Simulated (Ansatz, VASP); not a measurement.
Co: VASP beside Ansatz

INCAR

```
SYSTEM = Co
PREC = Accurate ; ENCUT = 690
EDIFF = 1E-6 ; ISMEAR = -1
SIGMA = 0.1 ; LREAL = .FALSE.
LASPH = .TRUE. ; NELM = 120
ALGO = Normal ; ISIF = 2
LWAVE = .FALSE. ; LCHARG = .FALSE.
GGA = PE ; NBANDS = 14
GGA_COMPAT = .FALSE.
```

File KPOINTS:

```
regular mesh
0
G
  15 15 15
  0 0 0
```

File POSCAR:

```
Co
1.0
    2.2222403140      0.0000000000      0.0000000000
    0.0000000000      2.2222403140      0.0000000000
    0.0000000000      0.0000000000      2.2222403140
Co
1
Direct
    0.0000000000      0.0000000000      0.0000000000
```

Input for Ansatz:

```yaml
crystal:
  lattice:
    - [2.222240314, 0.0, 0.0]
    - [0.0, 2.222240314, 0.0]
    - [0.0, 0.0, 2.222240314]
  atoms:
    - { symbol: Co, position: [0.0, 0.0, 0.0] }
hamiltonian:
  xc: pbe
  pseudopotentials:
    kind: paw
    azcp:
      Co: "pseudopotentials/Co.paw.azcp"
basis:
  ecutwfc: 420
  fft_grid_basis: typed
kpoints:
  mp_grid: { grid: [15, 15, 15], shift: [0, 0, 0] }
magnetization:
  spin_polarized: false
scf:
  occupations: { method: fermi_dirac, width: 0.1 }
  lower_state_search: "off"
output:
  stress: true
```

Alike in both runs: task single point; functional PBE; k mesh 15 × 15 × 15; occupations fermi-dirac, width 0.1 eV; no spin polarisation.

|  | VASP | Ansatz |
| --- | --- | --- |
| version | VASP 6.6.1 | Ansatz 0.2.0 |
| potentials or method | VASP PAW PBE potentials, release 64 (Co_sv), cutoff 690 eV | plane waves (420 eV) with PAW, scalar-relativistic |
| valence electrons in the cell | 17 | 17 |

```tsv
	VASP	Ansatz	Ansatz less VASP
pressure (GPa)	17.4	18.4	+1.05
```
